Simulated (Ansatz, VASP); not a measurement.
# Two plane-wave programs on C

POSCAR

```
C
1.0
    1.3144610043      0.7589044146      6.3527075546
   -1.3144610043      0.7589044146      6.3527075546
    0.0000000000     -1.5178088294      6.3527075546
C
3
Direct
    0.0000000000      0.0000000000      0.0000000000
    0.2222200000      0.2222200000      0.2222200000
    0.7777800000      0.7777800000      0.7777800000
```

The input INCAR.step1:

```
ALGO     = Normal         # electronic algorithm
EDIFF    = 1E-4           # SCF threshold, eV
ENCUT    = 520            # plane-wave cutoff, eV
GGA      = PE             # functional
ISMEAR   = 0              # smearing method
LASPH    = True           # aspherical terms in the spheres
LCHARG   = False          # write CHGCAR
LREAL    = False          # projectors in reciprocal space
LWAVE    = True           # write WAVECAR
NBANDS   = 13             # bands
NELM     = 60             # most SCF steps
PREC     = Accurate       # precision mode
SIGMA    = 0.1            # smearing width, eV
```

The input INCAR.step2:

```
ALGO     = Normal         # electronic algorithm
EDIFF    = 1E-7           # SCF threshold, eV
ENCUT    = 520            # plane-wave cutoff, eV
ISIF     = 2              # what is computed and relaxed
ISMEAR   = 0              # smearing method
ISTART   = 1            
LASPH    = True           # aspherical terms in the spheres
LCHARG   = True           # write CHGCAR
LELF     = True           # ELF
LMIXTAU  = True         
LREAL    = False          # projectors in reciprocal space
LVHAR    = True         
LWAVE    = False          # write WAVECAR
METAGGA  = R2SCAN         # meta-GGA
NBANDS   = 13             # bands
NELM     = 60             # most SCF steps
PREC     = Accurate       # precision mode
SIGMA    = 0.1            # smearing width, eV
```

The input KPOINTS:

```
k-points
0
Gamma
  9 9 9
```

Input for Ansatz:

```yaml
crystal:
  lattice:
    - [1.3144610043, 0.7589044146, 6.3527075546]
    - [-1.3144610043, 0.7589044146, 6.3527075546]
    - [0.0, -1.5178088294, 6.3527075546]
  atoms:
    - { symbol: C, position: [0.0, 0.0, 0.0] }
    - { symbol: C, position: [0.22222, 0.22222, 0.22222] }
    - { symbol: C, position: [0.77778, 0.77778, 0.77778] }
basis:
  ecutwfc: 500
kpoints:
  mp_grid: { grid: [9, 9, 9] }
hamiltonian:
  xc: r2scan
scf:
  occupations: { method: gaussian, width: 0.1 }
  lower_state_search: "off"
output:
  forces: true
  stress: true
  eigenvalues: true
```

Alike in both runs: task single point; functional r2SCAN; k mesh 9 × 9 × 9; occupations gaussian, width 0.1 eV; no spin polarisation.

```csv
,VASP,Ansatz
version,VASP 6.6.1,Ansatz 0.2.0
potentials or method,"VASP PAW PBE potentials, release 64 (C), cutoff 520 eV","scalar-relativistic, plane waves, PAW"
valence electrons in the cell,12,12
```

|  | VASP | Ansatz | Ansatz less VASP |
| --- | --- | --- | --- |
| gap on the k mesh at the Fermi level (eV) | none | none | - |
| rms of the force components (eV/Å) | 0.063 | 0.063 | -0.0001 |

VASP's potentials were made for PBE, not for r2SCAN. Atom by atom the forces differ by 0.000 eV/Å (rms over components). A gap of «none» marks a metal or a gap that the smearing closes. The functional is the same, so the differences come from potentials, cutoffs and numerics.
